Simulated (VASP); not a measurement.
**MoN2: single point with PBE**

Crystal: MoN2.

```
CELL_PARAMETERS angstrom
4.33306 0.03791 0.00000
0.03791 4.33306 0.00000
0.00000 0.00000 2.75189
ATOMIC_POSITIONS crystal
Mo 0.50000 0.50000 0.00000
Mo 0.00000 0.00000 0.00000
N 0.88790 0.38790 0.50000
N 0.11210 0.61210 0.50000
N 0.38790 0.11210 0.50000
N 0.61210 0.88790 0.50000
```

This cell differs from its parent crystal: strain +0.0175 x Voigt [0, 0, 0, 0, 0, 1].

```
Program                : VASP 6.6.1
Task                   : single point
Functional             : PBE
Potentials or basis    : VASP PAW PBE potentials, release 64 (Mo_sv, N)
Cutoff                 : 520 eV
k mesh                 : 12 × 12 × 18
Occupations            : gaussian, width 0.15 eV
Spin                   : no spin polarisation
Dipole correction      : no
Further INCAR settings : ALGO = Fast; EDIFF = 1e-07; NBANDS = 33
```

```json
{
 "Pressure": "0.7 GPa",
 "Largest force": "0.256 eV/Å",
 "Band gap on the k mesh": "zero (bands 24 and 25 overlap by 2.24 eV)"
}
```

Forces in eV/Å, atoms in the order of the input:
```
Mo   0.000  0.000  0.000
Mo   0.000  0.000  0.000
N    0.055  0.055  0.000
N   -0.055 -0.055  0.000
N   -0.181  0.181  0.000
N    0.181 -0.181  0.000
```

Stress tensor (GPa, compression positive):
```
 0.93 -4.91  0.00
-4.91  0.93  0.00
 0.00  0.00  0.39
```

Levels at points of the mesh, in eV from the Fermi level:
```tsv
k point	band 21	band 22	band 23	band 24	band 25	band 26	band 27	band 28
(0.00, 0.00, 0.00)	-3.13	-2.93	-2.32	-1.80	0.57	0.67	0.97	1.75
(0.50, 0.00, 0.00)	-2.10	-1.93	-1.23	-1.15	-0.50	-0.33	2.15	2.25
(0.50, 0.50, 0.00)	-0.97	-0.75	0.32	0.43	0.58	0.69	0.99	1.05
(0.00, 0.00, 0.50)	-2.09	-2.01	0.73	1.05	2.09	2.22	2.32	2.44
(0.50, 0.00, 0.50)	-2.56	-2.50	-1.07	-1.06	2.47	2.53	2.97	3.10
(0.50, 0.50, 0.50)	-5.21	-5.09	-1.48	-1.24	2.32	2.55	3.22	3.51
```

Run time: 7.3 min on 1 thread of Oxide Virtual Turin-like Processor, with other jobs on the host, peak memory 0.57 GiB.

Caveat: the cell differs from its parent crystal (strain +0.0175 x Voigt [0, 0, 0, 0, 0, 1]).
